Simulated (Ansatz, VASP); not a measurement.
## Two plane-wave programs on SnO2

File INCAR:

```
ALGO = Normal
EDIFF = 1E-6
ENCUT = 520
GGA = CA
ISIF = 2
ISMEAR = 0
LASPH = True
LCHARG = True
LELF = True
LREAL = False
LVHAR = True
LWAVE = False
NBANDS = 20
NELM = 100
PREC = Accurate
SIGMA = 0.05
```

KPOINTS

```
k-points
0
Gamma
  12 12 12
```

POSCAR

```
SnO2
1.0
    1.6170930752      0.9336291223      4.5125570290
   -1.6170930752      0.9336291223      4.5125570290
    0.0000000000     -1.8672582446      4.5125570290
Sn O
1 2
Direct
    0.5000000000      0.5000000000      0.5000000000
    0.2371700000      0.2371700000      0.2371700000
    0.7628300000      0.7628300000      0.7628300000
```

Input for Ansatz:

```yaml
crystal:
  lattice:
    - [1.6170930752, 0.9336291223, 4.512557029]
    - [-1.6170930752, 0.9336291223, 4.512557029]
    - [0.0, -1.8672582446, 4.512557029]
  atoms:
    - { symbol: Sn, position: [0.5, 0.5, 0.5] }
    - { symbol: O, position: [0.23717, 0.23717, 0.23717] }
    - { symbol: O, position: [0.76283, 0.76283, 0.76283] }
basis:
  ecutwfc: 420
kpoints:
  mp_grid: { grid: [12, 12, 12] }
hamiltonian:
  xc: lda
scf:
  occupations: { method: gaussian, width: 0.05 }
output:
  forces: true
  stress: true
  eigenvalues: true
  write_density: true
  write_potential: true
  elf: true
  volumetric_format: npy
```

Change from the starting cell: strain -0.0600 x Voigt [0, 0, 1, 0, 0, 0], atoms carried along.

Alike in both runs: task single point; functional LDA; k mesh 12 × 12 × 12; occupations gaussian, width 0.05 eV; no spin polarisation.

```csv
,VASP,Ansatz
version,VASP 6.6.1,Ansatz 0.2.0
potentials or method,"VASP PAW LDA potentials, release 64 (Sn_d, O), cutoff 520 eV","scalar-relativistic, plane waves, PAW"
valence electrons in the cell,26,26
```

|  | VASP | Ansatz | Ansatz less VASP |
| --- | --- | --- | --- |
| gap on the k mesh at the Fermi level (eV) | 1.76 | 1.76 | -0.004 |
| least direct gap on the mesh (eV) | 1.89 | 1.88 | -0.011 |
| pressure (GPa) | -3.6 | -4.4 | -0.79 |
| traceless stress, the component that is largest in VASP (GPa) | 1.92 | 2.53 | +0.609 |
| rms of the force components (eV/Å) | 0.081 | 0.052 | -0.0290 |

LDA's correlation is that of Perdew and Zunger in VASP and of Perdew and Wang (1992) in Ansatz. Atom by atom the forces differ by 0.029 eV/Å (rms over components).
